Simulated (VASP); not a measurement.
Write the native input for VASP 6.6.1 that does the following.

```yaml
Task: single point
Functional: PBE
Potentials_or_basis: VASP PAW PBE potentials, release 64 (B, N)
Cutoff: 600 eV
k_mesh: 10 × 10 × 10
Occupations: fermi-dirac, width 0.02 eV
Spin: no spin polarisation
Dipole_correction: no
Further_INCAR_settings: ALGO = Normal; EDIFF = 1e-06; NBANDS = 11
```

The structure of BN (Qingsongite) lies in POSCAR:

```
BN
1.0
    0.0120500000      1.8135250000      1.8135250000
    1.8135250000      0.0120500000      1.8135250000
    1.8135250000      1.8135250000      0.0120500000
B N
1 1
Direct
    0.0000000000      0.0000000000      0.0000000000
    0.2500000000      0.2500000000      0.2500000000
```

The input as run:

INCAR

```
SYSTEM = BN
PREC = Accurate
ENCUT = 600
EDIFF = 1E-6
ISMEAR = -1
SIGMA = 0.02
LREAL = .FALSE.
LASPH = .TRUE.
NELM = 120
ALGO = Normal
ISIF = 2
LWAVE = .FALSE.
LCHARG = .TRUE.
GGA = PE
LELF = .TRUE.
LVHAR = .TRUE.
NBANDS = 11
GGA_COMPAT = .FALSE.
```

KPOINTS

```
Automatic mesh
0
G
  10 10 10
  0 0 0
```

Potentials or basis: VASP PAW PBE potentials, release 64 (B, N).

Run with:

```sh
$ cat potpaw_PBE.64/B/POTCAR potpaw_PBE.64/N/POTCAR > POTCAR
$ mpirun -np 1 vasp_std > vasp.out
```

It gave:

| Item | Value |
| --- | --- |
| Pressure | 3.1 GPa |
| Largest force | 0.017 eV/Å |
| Band gap on the k mesh | 4.44 eV, indirect (least direct gap 8.60 eV) |

Wall time 12 s on 1 thread of Intel Xeon 8259CL, on a shared host, peak memory 0.13 GiB.
